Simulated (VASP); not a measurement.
Set up this calculation in VASP 6.6.1, as the native input.

| Property | Result |
| --- | --- |
| Task | single point |
| Functional | PBE |
| Dispersion | D3(BJ) |
| Potentials or basis | VASP PAW PBE potentials, release 64 (C) |
| Cutoff | 600 eV |
| k mesh | 21 × 21 × 8 |
| Occupations | gaussian, width 0.15 eV |
| Spin | no spin polarisation |
| Dipole correction | no |
| Further INCAR settings | ALGO = Normal; EDIFF = 1e-06; NBANDS = 16 |

The structure of C lies in POSCAR:

```
C
1.0
    2.4146619639      0.0000000000      0.0000000000
   -1.2073309820      2.0911586023      0.0000000000
    0.0000000000      0.0000000000      6.6035030594
C
4
Direct
    0.0000000000      0.0000000000      0.0025000000
    0.0000000000      0.0000000000      0.5025000000
    0.3333333333      0.6666666667      0.0025000000
    0.6666666667      0.3333333333      0.5025000000
```

This cell differs from its parent crystal: volume 8.336 Å^3 an atom, c/a of the conventional cell 2.7348.

One way to write it, as run:

INCAR

```
PREC     = Accurate       # precision mode
ENCUT    = 600            # plane-wave cutoff, eV
EDIFF    = 1E-6           # SCF threshold, eV
ISMEAR   = 0              # smearing method
SIGMA    = 0.15           # smearing width, eV
LREAL    = F              # projectors in reciprocal space
LASPH    = T              # aspherical terms in the spheres
NELM     = 120            # most SCF steps
ALGO     = Normal         # electronic algorithm
ISIF     = 2              # what is computed and relaxed
LWAVE    = F              # write WAVECAR
LCHARG   = T              # write CHGCAR
GGA      = PE             # functional
IVDW     = 12             # dispersion correction
LELF     = T              # ELF
LVHAR    = T            
NBANDS   = 16             # bands
GGA_COMPAT= F
```

KPOINTS

```
regular mesh
0
Gamma
  21 21 8
```

Potentials or basis: VASP PAW PBE potentials, release 64 (C).

The run is started by

```sh
$ cat potpaw_PBE.64/C/POTCAR > POTCAR
$ mpirun -np 1 vasp_std > vasp.out
```

It gave:

| Item | Value |
| --- | --- |
| Pressure | 20.5 GPa |
| Band gap on the k mesh | zero (band 8 reaches 5.21 eV, above the bottom of band 9 at 5.17 eV) |
| Dispersion energy per atom | -0.158 eV |

It took 2.3 min on 1 thread of Intel Xeon 6975P-C (shared host), peak memory 0.25 GiB.
